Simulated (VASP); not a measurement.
# Ru (P6_3/mmc) in VASP: a series of runs

The runs below take Ru through single point, with PBEsol.

Program: VASP 6.6.1. These are calculated values, not measurements. Logs are shortened: lines on timing, memory, paths and dates and some standing lists are left out, and cuts for length are marked.

### Step 1. The cell of the first run

The structure is hexagonal, space group P6_3/mmc (No. 194). The conventional cell has a = 2.622 Å, b = 2.622 Å, c = 4.162 Å, α = 90.00°, β = 90.00°, γ = 120.00°. Within 3.4 Å of Ru (site symmetry -6m2) lie 12 Ru at 2.57 to 2.62 Å.

### Step 2. Single point, PBEsol

INCAR reads:

```
PREC     = Accurate       # precision mode
ENCUT    = 520            # plane-wave cutoff, eV
EDIFF    = 1E-6           # SCF threshold, eV
ISMEAR   = -1             # smearing method
SIGMA    = 0.05           # smearing width, eV
LREAL    = F              # projectors in reciprocal space
LASPH    = T              # aspherical terms in the spheres
NELM     = 80             # most SCF steps
ALGO     = Normal         # electronic algorithm
ISIF     = 2              # what is computed and relaxed
LWAVE    = F              # write WAVECAR
LCHARG   = T              # write CHGCAR
GGA      = PS             # functional
LELF     = T              # ELF
LVHAR    = T            
NBANDS   = 21             # bands
```

KPOINTS reads:

```
regular mesh
0
Gamma
  11 11 6
```

POSCAR reads:

```
Ru
1.0
    2.6216426275      0.0000000000      0.0000000000
   -1.3108213137      2.2704091151      0.0000000000
    0.0000000000      0.0000000000      4.1617392771
Ru
2
Direct
    0.6666666667      0.3333333333      0.7500000000
    0.3333333333      0.6666666667      0.2500000000
```

Potentials or basis: VASP PAW PBE potentials, release 64 (Ru_pv).

Started as:

```bash
cat potpaw_PBE.64/Ru_pv/POTCAR > POTCAR
mpirun -np 1 vasp_std > vasp.out
```

OUTCAR:

```text
PREC = Accurate
   ENCUT = 520
   EDIFF = 1E-6
   ISMEAR = -1
   LREAL = F
   LASPH = T
   NELM = 80
   ISIF = 2
   GGA = PS

 ion  position               nearest neighbor table
   1  0.667  0.333  0.750-   2 2.57   2 2.57   2 2.57   2 2.57   2 2.57   2 2.57
   2  0.333  0.667  0.250-   1 2.57   1 2.57   1 2.57   1 2.57   1 2.57   1 2.57

  LATTYP: Found a hexagonal cell.
 ALAT       =     2.6216426275
 C/A-ratio  =     1.5874548397

  Lattice vectors:

 A1 = (   2.6216426275,   0.0000000000,   0.0000000000)
 A2 = (  -1.3108213137,   2.2704091151,   0.0000000000)
 A3 = (   0.0000000000,   0.0000000000,   4.1617392771)

Analysis of symmetry for initial positions (statically):
=====================================================================
 Subroutine PRICEL returns:
 Original cell was already a primitive cell.

 Routine SETGRP: Setting up the symmetry group for a
 hexagonal supercell.

 Subroutine GETGRP returns: Found 24 space group operations
 (whereof 12 operations were pure point group operations)
 out of a pool of 24 trial point group operations.

The static configuration has the point symmetry D_3d.
 The point group associated with its full space group is D_6h.

Analysis of symmetry for dynamics (positions and initial velocities):
=====================================================================
 Subroutine PRICEL returns:
 Original cell was already a primitive cell.

 Routine SETGRP: Setting up the symmetry group for a
 hexagonal supercell.

 Subroutine GETGRP returns: Found 24 space group operations
 (whereof 12 operations were pure point group operations)
 out of a pool of 24 trial point group operations.

The dynamic configuration has the point symmetry D_3d.
 The point group associated with its full space group is D_6h.

 Subroutine INISYM returns: Found 24 space group operations
 (whereof 12 operations are pure point group operations),
 and found     1 'primitive' translations

----------------------------------------------------------------------------------------

                                     Primitive cell

  volume of cell :      24.7715

  direct lattice vectors                    reciprocal lattice vectors
     2.621642627  0.000000000  0.000000000     0.381440243  0.220224627  0.000000000
    -1.310821314  2.270409115  0.000000000     0.000000000  0.440449254  0.000000000
     0.000000000  0.000000000  4.161739277     0.000000000  0.000000000  0.240284154

  length of vectors
[... 72 lines left out ...]
 SYSTEM =  unknown system
   PREC   = accura    normal or accurate (medium, high low for compatibility)
   ISTART =      0    job   : 0-new  1-cont  2-samecut
   ICHARG =      2    charge: 1-file 2-atom 10-const
   ISPIN  =      1    spin polarized calculation?
   LNONCOLLINEAR =      F non collinear calculations
   LSORBIT =      F    spin-orbit coupling
   LASPH  =      T    aspherical Exc in radial PAW
   ENCUT  =  520.0 eV  38.22 Ry    6.18 a.u.   4.87  4.87  7.74*2*pi/ulx,y,z
   NELM   =     80;   NELMIN=  2; NELMDL= -5     # of ELM steps
   EDIFF  = 0.1E-05   stopping-criterion for ELM
   LREAL  =      F    real-space projection
   EDIFFG = 0.1E-04   stopping-criterion for IOM
   NSW    =      0    number of steps for IOM
   IBRION =     -1    ionic relax: 0-MD 1-quasi-New 2-CG
   NFREE  =      0    steps in history (QN), initial steepest desc. (CG)
   ISIF   =      2    stress and relaxation
   ISYM   =      2    0-nonsym 1-usesym 2-fastsym
   POTIM  = 0.5000    time-step for ionic-motion
   TEBEG  =    0.0;   TEEND  =   0.0 temperature during run
   PSTRESS=    0.0 pullay stress
   NELECT =      28.0000    total number of electrons
   NUPDOWN=      -1.0000    fix difference up-down
   EMIN   =  10.00;   EMAX   =-10.00  energy-range for DOS
   EFERMI =   0.00;   METHOD = LEGACY
   ISMEAR =    -1;   SIGMA  =   0.05  broadening in eV -4-tet -1-fermi 0-gaus
   EFERMI_NEDOS =   21; number of points for ismear=-14 and -15
   IALGO  =     38    algorithm
   IMIX   =      4    mixing-type and parameters
     AMIX     =   0.40;   BMIX     =  1.00
     AMIX_MAG =   1.60;   BMIX_MAG =  1.00
  volume/ion in A,a.u.               =      12.39        83.58
  Fermi-wavevector in a.u.,A,eV,Ry     =   1.705336  3.222618 39.568077  2.908172
  Thomas-Fermi vector in A             =   2.784575
   LORBIT       =      0    0 simple, 1 ext, 2 COOP (PROOUT), +10 PAW based schemes
   GGA     = PS    functional components
   LHFCALC =     F    Hartree Fock is set to
   AEXX    =    0.0000 exact exchange contribution
   IVDW    =     0    specifies the selected vdW correction
   LEPSILON=     F    determine dielectric tensor
   LRPA    =     F    only Hartree local field effects (RPA)
 non-spin polarized calculation
  energy-cutoff  :      520.00
  volume of cell :       24.77
 maximum number of plane-waves:       687
 NGX is ok and might be reduce to    20
   NGX =  9   NGY =  9   NGZ = 15

 number of electron      27.9999996 magnetization

 Free energy of the ion-electron system (eV)
  ---------------------------------------------------
  ext. energy  EPLUGINS =         0.00000000
  ---------------------------------------------------
  free energy    TOTEN  =       -20.17264942 eV

  energy without entropy =      -20.15797425  energy(sigma->0) =      -20.16531183

 E-fermi :  14.3765     XC(G=0): -14.8563

 val. band max:       14.3761960390   @ k =   0.2727   0.1818   0.1667
 cond. band min:      14.4083861934   @ k =   0.0909   0.0909   0.3333
 fundamental gap:      0.0321901544
 Fermi energy:        14.3764623760

 k-point     1 :       0.0000    0.0000    0.0000
  band No.  band energies     occupation
      1     -29.5357      2.00000
      2     -28.2701      2.00000
      3     -28.2701      2.00000
      4     -28.0473      2.00000
      5     -28.0473      2.00000
      6     -27.9955      2.00000
[... 565 lines left out ...]
     20      24.6447      0.00000
     21      27.1082      0.00000

 [... further k-points ...]
[... 5 lines left out ...]
  --------------------------------------------------------------------------------------
  -------------------------------------------------------------------------------------
  Total        4.6588305      4.6588305      4.6664662      0.0000000      0.0000000     -0.0000000
  in kB      301.3248941    301.3248941    301.8187570      0.0000000      0.0000000     -0.0000000
  external PRESSURE =     301.4895150 kB  Pullay stress =       0.0000000 kB

 VOLUME and BASIS-vectors are now :
 -----------------------------------------------------------------------------
  energy-cutoff  :      520.00
  volume of cell :       24.77
      direct lattice vectors                 reciprocal lattice vectors
     2.621642627  0.000000000  0.000000000     0.381440243  0.220224627  0.000000000
    -1.310821314  2.270409115  0.000000000     0.000000000  0.440449254  0.000000000
     0.000000000  0.000000000  4.161739277     0.000000000  0.000000000  0.240284154

 POSITION                                       TOTAL-FORCE (eV/Angst)
 -----------------------------------------------------------------------------------
      1.31082      0.75680      3.12130        -0.000000     -0.000000      0.000000
     -0.00000      1.51361      1.04043         0.000000      0.000000      0.000000
 -----------------------------------------------------------------------------------
    total drift:                                0.000000     -0.000000      0.000000

  FREE ENERGIE OF THE ION-ELECTRON SYSTEM (eV)
  ---------------------------------------------------
  free  energy   TOTEN  =       -20.1726494166 eV

  energy  without entropy=      -20.1579742512  energy(sigma->0) =      -20.16531183
```

Wall time 13 s (1 thread of AMD EPYC 9R45 (Zen 5), shared host); peak memory 0.12 GiB.

Results:

* Free energy: -20.1726 eV
* Pressure: 30.1 GPa
* Band gap on the k mesh: zero (band 14 reaches 16.21 eV, above the bottom of band 15 at 12.67 eV)

Levels at points of the mesh, in eV from the Fermi level:
| k point | band 10 | band 11 | band 12 | band 13 | band 14 | band 15 | band 16 | band 17 | band 18 | band 19 |
| --- | --- | --- | --- | --- | --- | --- | --- | --- | --- | --- |
| (0.00, 0.00, 0.00) | -2.92 | -2.74 | -2.13 | -2.13 | -1.49 | -1.49 | 1.41 | 1.45 | 1.45 | 10.26 |
| (0.00, 0.00, 0.50) | -3.09 | -3.09 | -3.09 | -2.98 | -2.98 | 0.73 | 0.73 | 0.73 | 0.73 | 10.27 |

Caveat: the PAW data sets were made with another functional, which shifts forces and pressure a little.

### Step 3. Single point, PBEsol

This run uses another cell than the first one, of 12.66 Å³/atom, 1.022 times its volume.

INCAR reads:

```
SYSTEM = Ru
PREC = Accurate
ENCUT = 520
EDIFF = 1E-7
ISMEAR = -1
SIGMA = 0.05
LREAL = .False.
LASPH = .True.
NELM = 60
ALGO = Normal
ISIF = 2
LWAVE = .False.
LCHARG = .False.
GGA = PS
NBANDS = 21
```

KPOINTS reads:

```
Automatic mesh
0
Gamma
  11 11 6
  0 0 0
```

POSCAR reads:

```
Ru
1.0
    2.6416031514      0.0000000000      0.0000000000
   -1.3208015757      2.2876954358      0.0000000000
    0.0000000000      0.0000000000      4.1891797391
Ru
2
Direct
    0.6666666667      0.3333333333      0.7500000000
    0.3333333333      0.6666666667      0.2500000000
```

Potentials or basis: VASP PAW PBE potentials, release 64 (Ru_pv).

Started as:

```bash
cat potpaw_PBE.64/Ru_pv/POTCAR > POTCAR
mpirun -np 1 vasp_std > vasp.out
```

It took 14 s on 1 thread of AMD EPYC 9R45 (Zen 5), shared host; peak memory 0.12 GiB.

It converged, with:

```yaml
Free_energy: -20.2581 eV
Pressure: 20.1 GPa
Band_gap_on_the_k_mesh: zero (band 14 reaches 15.72 eV, above the bottom of band 15 at 12.29 eV)
```

Levels at points of the mesh, in eV from the Fermi level:
```csv
k point,band 11,band 12,band 13,band 14,band 15,band 16,band 17,band 18
"(0.00, 0.00, 0.00)",-2.65,-2.06,-2.06,-1.45,-1.45,1.38,1.40,1.40
"(0.00, 0.00, 0.50)",-3.00,-3.00,-2.91,-2.91,0.70,0.70,0.70,0.70
```

Caveat: the PAW data sets were made with another functional, which shifts forces and pressure a little.

### Step 4. Single point, PBEsol

This run uses another cell than the first one, of 12.97 Å³/atom, 1.047 times its volume.

INCAR reads:

```
SYSTEM = Ru
ALGO = Normal
EDIFF = 1E-6
ENCUT = 520
GGA = PS
ISIF = 2
ISMEAR = -1
LASPH = .TRUE.
LCHARG = .FALSE.
LREAL = .FALSE.
LWAVE = .FALSE.
NBANDS = 21
NELM = 80
PREC = Accurate
SIGMA = 0.05
```

KPOINTS reads:

```
k-points
0
G
  11 11 6
  0 0 0
```

POSCAR reads:

```
Ru
1.0
    2.6640323937      0.0000000000      0.0000000000
   -1.3320161969      2.3071197295      0.0000000000
    0.0000000000      0.0000000000      4.2195910434
Ru
2
Direct
    0.6666666667      0.3333333333      0.7500000000
    0.3333333333      0.6666666667      0.2500000000
```

Started as:

```bash
cat potpaw_PBE.64/Ru_pv/POTCAR > POTCAR
mpirun -np 1 vasp_std > vasp.out
```

Run time: 13 s. Hardware: 1 thread of AMD EPYC 9R45 (Zen 5), shared host; peak memory 0.12 GiB.

The run converged. Its results:

| Property | Result |
| --- | --- |
| Free energy | -20.3161 eV |
| Pressure | 10.0 GPa |
| Band gap on the k mesh | zero (band 14 reaches 15.18 eV, above the bottom of band 15 at 11.88 eV) |

Levels at points of the mesh, in eV from the Fermi level:
```
           k point  band 11  band 12  band 13  band 14  band 15  band 16  band 17  band 18
(0.00, 0.00, 0.00)    -2.54    -1.98    -1.98    -1.41    -1.41     1.35     1.35     1.36
(0.00, 0.00, 0.50)    -2.89    -2.89    -2.82    -2.82     0.68     0.68     0.68     0.68
```

Caveat: the PAW data sets were made with another functional, which shifts forces and pressure a little.

### Step 5. Single point, PBEsol

This run uses another cell than the first one, of 13.14 Å³/atom, 1.061 times its volume.

INCAR reads:

```
ALGO = Normal
EDIFF = 1E-6
ENCUT = 520
GGA = PS
ISIF = 2
ISMEAR = -1
LASPH = T
LCHARG = T
LELF = T
LREAL = F
LVHAR = T
LWAVE = F
NBANDS = 21
NELM = 100
PREC = Accurate
SIGMA = 0.05
```

KPOINTS reads:

```
k-points
0
Gamma
  11 11 6
```

POSCAR reads:

```
Ru
1.0
    2.6761473325      0.0000000000      0.0000000000
   -1.3380736663      2.3176115743      0.0000000000
    0.0000000000      0.0000000000      4.2363706903
Ru
2
Direct
    0.6666666667      0.3333333333      0.7500000000
    0.3333333333      0.6666666667      0.2500000000
```

Potentials or basis: VASP PAW PBE potentials, release 64 (Ru_pv).

Started as:

```bash
cat potpaw_PBE.64/Ru_pv/POTCAR > POTCAR
mpirun -np 1 vasp_std > vasp.out
```

OUTCAR:

```text
EDIFF = 1E-6
   ENCUT = 520
   GGA = PS
   ISIF = 2
   ISMEAR = -1
   LASPH = T
   LREAL = F
   NELM = 100
   PREC = Accurate

 ion  position               nearest neighbor table
   1  0.667  0.333  0.750-   2 2.62   2 2.62   2 2.62   2 2.62   2 2.62   2 2.62
   2  0.333  0.667  0.250-   1 2.62   1 2.62   1 2.62   1 2.62   1 2.62   1 2.62

  LATTYP: Found a hexagonal cell.
 ALAT       =     2.6761473325
 C/A-ratio  =     1.5830110095

  Lattice vectors:

 A1 = (   2.6761473325,   0.0000000000,   0.0000000000)
 A2 = (  -1.3380736663,   2.3176115743,   0.0000000000)
 A3 = (   0.0000000000,   0.0000000000,   4.2363706903)

Analysis of symmetry for initial positions (statically):
=====================================================================
 Subroutine PRICEL returns:
 Original cell was already a primitive cell.

 Routine SETGRP: Setting up the symmetry group for a
 hexagonal supercell.

 Subroutine GETGRP returns: Found 24 space group operations
 (whereof 12 operations were pure point group operations)
 out of a pool of 24 trial point group operations.

The static configuration has the point symmetry D_3d.
[... 153 lines left out ...]
 number of electron      27.9999992 magnetization

 Free energy of the ion-electron system (eV)
  ---------------------------------------------------
  ext. energy  EPLUGINS =         0.00000000
  ---------------------------------------------------
  free energy    TOTEN  =       -20.33226265 eV

  energy without entropy =      -20.31614978  energy(sigma->0) =      -20.32420621

 E-fermi :  13.2373     XC(G=0): -14.4855

 val. band max:       13.2243886889   @ k =   0.2727   0.0000   0.0000
 cond. band min:      13.2443693233   @ k =   0.3636   0.0000   0.3333
 fundamental gap:      0.0199806344
 Fermi energy:        13.2373469611

 k-point     1 :       0.0000    0.0000    0.0000
  band No.  band energies     occupation
      1     -30.4230      2.00000
      2     -29.3766      2.00000
      3     -29.3766      2.00000
      4     -29.1876      2.00000
      5     -29.1876      2.00000
      6     -29.1425      2.00000
[... 565 lines left out ...]
     20      23.5521      0.00000
     21      25.3436      0.00000

 [... further k-points ...]
[... 5 lines left out ...]
  --------------------------------------------------------------------------------------
  -------------------------------------------------------------------------------------
  Total        0.8117254      0.8117254      0.8209656     -0.0000000      0.0000000     -0.0000000
  in kB       49.4965673     49.4965674     50.0600113     -0.0000000      0.0000000     -0.0000000
  external PRESSURE =      49.6843820 kB  Pullay stress =       0.0000000 kB

 VOLUME and BASIS-vectors are now :
 -----------------------------------------------------------------------------
  energy-cutoff  :      520.00
  volume of cell :       26.28
      direct lattice vectors                 reciprocal lattice vectors
     2.676147332  0.000000000  0.000000000     0.373671505  0.215739344  0.000000000
    -1.338073666  2.317611574  0.000000000     0.000000000  0.431478687  0.000000000
     0.000000000  0.000000000  4.236370690     0.000000000  0.000000000  0.236051109

 POSITION                                       TOTAL-FORCE (eV/Angst)
 -----------------------------------------------------------------------------------
      1.33807      0.77254      3.17728         0.000000      0.000000      0.000000
     -0.00000      1.54507      1.05909        -0.000000      0.000000      0.000000
 -----------------------------------------------------------------------------------
    total drift:                                0.000000     -0.000000      0.000000

  FREE ENERGIE OF THE ION-ELECTRON SYSTEM (eV)
  ---------------------------------------------------
  free  energy   TOTEN  =       -20.3322626483 eV

  energy  without entropy=      -20.3161497763  energy(sigma->0) =      -20.32420621
```

Wall time 14 s (1 thread of AMD EPYC 9R45 (Zen 5), shared host); peak memory 0.12 GiB.

Results:

| Quantity | Value |
| --- | --- |
| Free energy | -20.3323 eV |
| Pressure | 5.0 GPa |
| Band gap on the k mesh | zero (band 14 reaches 14.89 eV, above the bottom of band 15 at 11.66 eV) |

Caveat: the PAW data sets were made with another functional, which shifts forces and pressure a little.

### Step 6. Single point, PBEsol

This run uses another cell than the first one, of 13.32 Å³/atom, 1.076 times its volume.

INCAR reads:

```
PREC     = Accurate       # precision mode
ENCUT    = 520            # plane-wave cutoff, eV
EDIFF    = 1E-6           # SCF threshold, eV
ISMEAR   = -1             # smearing method
SIGMA    = 0.05           # smearing width, eV
LREAL    = False          # projectors in reciprocal space
LASPH    = True           # aspherical terms in the spheres
NELM     = 60             # most SCF steps
ALGO     = Normal         # electronic algorithm
ISIF     = 2              # what is computed and relaxed
LWAVE    = False          # write WAVECAR
LCHARG   = False          # write CHGCAR
GGA      = PS             # functional
NBANDS   = 21             # bands
```

KPOINTS reads:

```
Automatic mesh
0
Gamma
  11 11 6
```

POSCAR reads:

```
Ru
1.0
    2.6893518911      0.0000000000      0.0000000000
   -1.3446759456      2.3290470574      0.0000000000
    0.0000000000      0.0000000000      4.2539110787
Ru
2
Direct
    0.6666666667      0.3333333333      0.7500000000
    0.3333333333      0.6666666667      0.2500000000
```

Potentials or basis: VASP PAW PBE potentials, release 64 (Ru_pv).

Started as:

```bash
cat potpaw_PBE.64/Ru_pv/POTCAR > POTCAR
mpirun -np 1 vasp_std > vasp.out
```

Wall time 12 s (1 thread of AMD EPYC 9R45 (Zen 5), shared host); peak memory 0.12 GiB.

The run converged. Its results:

| Property | Result |
| --- | --- |
| Free energy | -20.3382 eV |
| Pressure | 0.0 GPa |
| Band gap on the k mesh | zero (band 14 reaches 14.59 eV, above the bottom of band 15 at 11.43 eV) |

Stress tensor (GPa, compression positive):
```
-0.03  0.00  0.00
 0.00 -0.03  0.00
 0.00  0.00  0.05
```

Levels at points of the mesh, in eV from the Fermi level:
```
           k point  band 12  band 13  band 14  band 15  band 16  band 17
(0.00, 0.00, 0.00)    -1.90    -1.90    -1.36    -1.36     1.30     1.30
(0.00, 0.00, 0.50)    -2.78    -2.73    -2.73     0.64     0.64     0.64
```

Caveat: the PAW data sets were made with another functional, which shifts forces and pressure a little.

### Step 7. The runs side by side

```csv
cell,gap on the mesh (eV),pressure (GPa)
"a = 2.622, b = 2.622, c = 4.162 Å, angles 90.0, 90.0, 120.0°, 2 atoms",none,30.1
"a = 2.642, b = 2.642, c = 4.189 Å, angles 90.0, 90.0, 120.0°, 2 atoms",none,20.1
"a = 2.664, b = 2.664, c = 4.220 Å, angles 90.0, 90.0, 120.0°, 2 atoms",none,10.0
"a = 2.676, b = 2.676, c = 4.236 Å, angles 90.0, 90.0, 120.0°, 2 atoms",none,5.0
"a = 2.689, b = 2.689, c = 4.254 Å, angles 90.0, 90.0, 120.0°, 2 atoms",none,0.0
```

Alike in all rows: task single point; level PBEsol; potentials or basis VASP PAW PBE potentials, release 64 (Ru_pv); no spin polarisation; k mesh 11 × 11 × 6; cutoff (eV) 520; smearing fermi-dirac 0.05 eV.

Caveats: the PAW data sets were made with another functional, which shifts forces and pressure a little.

Absolute energies hang on the potentials; compare differences alone.
